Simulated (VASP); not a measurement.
Write the native input for VASP 6.6.1 that does the following.

```
Task                   : single point
Functional             : PBE
Dispersion             : D3(BJ)
Potentials or basis    : VASP PAW PBE potentials, release 64 (C, O)
Cutoff                 : 520 eV
k mesh                 : 2 × 2 × 2, shifted
Occupations            : fermi-dirac, width 0.0388 eV
Spin                   : no spin polarisation
Dipole correction      : no
Further INCAR settings : LREAL = Auto; ALGO = Normal; EDIFF = 1e-06; NBANDS = 54
```

The structure of CO lies in POSCAR:

```
CO
1.0
   -5.6383610000      5.6383610000      0.0000000000
    0.0000000000      5.6383610000     -5.6383610000
   -5.6383610000      0.0000000000     -5.6383610000
C O
8 8
Direct
    0.9928768307      0.9696713282      0.0614247651
    0.4905951393      0.4680758291      0.5820053913
    0.5038801169      0.5635313170      0.9646780332
    0.9712435937      0.0829515882      0.4764171716
    0.5582763324      0.9437019907      1.0303209567
    0.0540301517      0.4293778813      0.5155227734
    0.9733973224      0.4792760698      1.0034920609
    0.4970316729      0.9622184532      0.5074098661
    0.5540551589      0.5329195843      0.4031932329
    0.0458077267      0.0323733262      0.8853626967
    0.0689034455      0.9060382086      0.4880584092
    0.5490430641      0.3806299384      0.0446055157
    0.8813821073      0.5321797416      0.5189505425
    0.3841256351      0.0202289282      0.0378666779
    0.5319439461      0.0620728258      0.5453930672
    0.0467282957      0.5270856194      0.0610785652
```

This cell differs from its parent crystal: dynamics (npt langevin) at 450 K, volume x 1.01, from the last frame before.

One way to write it, as run:

INCAR

```
PREC = Accurate
ENCUT = 520
EDIFF = 1E-6
ISMEAR = -1
SIGMA = 0.0388
LREAL = Auto
LASPH = T
NELM = 80
ALGO = Normal
ISIF = 2
LWAVE = F
LCHARG = F
GGA = PE
IVDW = 12
NBANDS = 54
```

KPOINTS

```
Automatic mesh
0
Gamma
  2 2 2
  0.5 0.5 0.5
```

Potentials or basis: VASP PAW PBE potentials, release 64 (C, O).

The run is started by

```bash
$ cat potpaw_PBE.64/C/POTCAR potpaw_PBE.64/O/POTCAR > POTCAR
$ mpirun -np 1 vasp_std > vasp.out
```

It gave:

```yaml
Pressure: -4.9 GPa
Largest_force: 5.665 eV/Å
Band_gap_on_the_k_mesh: 5.57 eV, indirect (least direct gap 5.58 eV)
Dispersion_energy_per_atom: -0.061 eV
```

Caveat: forces of over 1 eV/Å act on the atoms, so gaps and moduli don't describe the material at rest.

Wall time 3.8 min on 1 thread of Intel(R) Xeon(R) 6975P-C (Granite Rapids), on a shared host, peak memory 0.55 GiB.
